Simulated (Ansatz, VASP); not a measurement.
## One calculation of Ga8N7, two programs

```
Ga N
1.0
     0.00000    0.00000    5.24317
     3.21837    5.57438    0.00000
    -6.43674    0.00000    0.00000
Ga N
8 7
Direct
  0.51869 0.16667 0.33333
  0.49005 0.16491 0.83246
  0.49005 0.66754 0.33509
  0.49005 0.66754 0.83246
  0.00822 0.33665 0.67329
  0.00822 0.33665 0.16335
  0.99103 0.83333 0.66667
  0.00822 0.82671 0.16335
  0.86790 0.16935 0.83468
  0.86790 0.66532 0.33065
  0.86790 0.66532 0.83468
  0.38464 0.32703 0.65406
  0.38464 0.32703 0.17297
  0.36199 0.83333 0.66667
  0.38464 0.84594 0.17297
```

Change from the starting cell: N vacancy (site b), charge +0, atoms relaxed at the host's cell.

Alike in both runs: functional PBE; k mesh 1 × 1 × 1; occupations gaussian, width 0.01 eV; collinear spin.

Ansatz relaxed the structure, and its values are those at the end. VASP's run is a single point on that final structure, the one shown.

```csv
,VASP,Ansatz
version,VASP 6.6.1,Ansatz 0.2.0
potentials or method,"VASP PAW PBE potentials, release 64 (Ga_d, N), cutoff 520 eV","scalar-relativistic, plane waves, PAW"
valence electrons in the cell,139,139
```

```csv
,VASP,Ansatz,Ansatz less VASP
gap on the k mesh at the Fermi level (eV),0.40,0.41,+0.004
least direct gap on the mesh (eV),0.40,0.41,+0.004
rms of the force components (eV/Å),0.004,0.003,-0.0010
net moment per atom (μB),0.07,0.07,0.000
size of the moment on the site where the two differ most (μB),0.09,0.04,-0.055
```

Site moments also hang on the region over which each program counts them. With one functional, cell and mesh, what is left measures potentials, basis and numerics.
